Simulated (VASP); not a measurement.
Write the native input for VASP 6.6.1 that does the following.

```
Task                   : single point
Functional             : PBEsol
Potentials or basis    : VASP PAW PBE potentials, release 64 (La, O)
Cutoff                 : 520 eV
k mesh                 : 6 × 6 × 6
Occupations            : gaussian, width 0.1 eV
Spin                   : no spin polarisation
Dipole correction      : no
Further INCAR settings : ALGO = Normal; EDIFF = 1e-06; NBANDS = 28
```

The structure of La2O3 lies in POSCAR:

```
La2O3
1.0
    6.2667800000      0.0000000000      0.0000000000
   -3.1333900000      5.4271910000      0.0000000000
    0.0000000000      0.0000000000      3.2997660000
La O
2 3
Direct
    0.3333333333      0.6666666667      0.5000000000
    0.6666666667      0.3333333333      0.5000000000
    0.4919860000      0.4919860000      0.0000000000
    0.0000000000      0.5080140000      0.0000000000
    0.5080140000      0.0000000000      0.0000000000
```

The input as run:

INCAR

```
SYSTEM = La2O3
ALGO     = Normal         ! electronic algorithm
EDIFF    = 1E-6           ! SCF threshold, eV
ENCUT    = 520            ! plane-wave cutoff, eV
GGA      = PS             ! functional
ISIF     = 2              ! what is computed and relaxed
ISMEAR   = 0              ! smearing method
LASPH    = .True.         ! aspherical terms in the spheres
LCHARG   = .False.        ! write CHGCAR
LREAL    = .False.        ! projectors in reciprocal space
LWAVE    = .False.        ! write WAVECAR
NBANDS   = 28             ! bands
NELM     = 60             ! most SCF steps
PREC     = Accurate       ! precision mode
SIGMA    = 0.1            ! smearing width, eV
```

KPOINTS

```
k-points
0
Gamma
  6 6 6
  0 0 0
```

Potentials or basis: VASP PAW PBE potentials, release 64 (La, O).

Command:

```console
$ cat potpaw_PBE.64/La/POTCAR potpaw_PBE.64/O/POTCAR > POTCAR
$ mpirun -np 1 vasp_std > vasp.out
```

It gave:

* Pressure: -1.2 GPa
* Largest force: 0.062 eV/Å
* Band gap on the k mesh: 1.46 eV (least direct gap 1.98 eV)

Caveat: the PAW data sets were made with another functional, which shifts forces and pressure a little; spin-orbit coupling is left out, which moves the levels of the heavy elements.

Wall time 100 s on 1 thread of Intel(R) Xeon(R) Platinum 8375C CPU @ 2.90GHz (Ice Lake), on a shared host, peak memory 0.29 GiB.
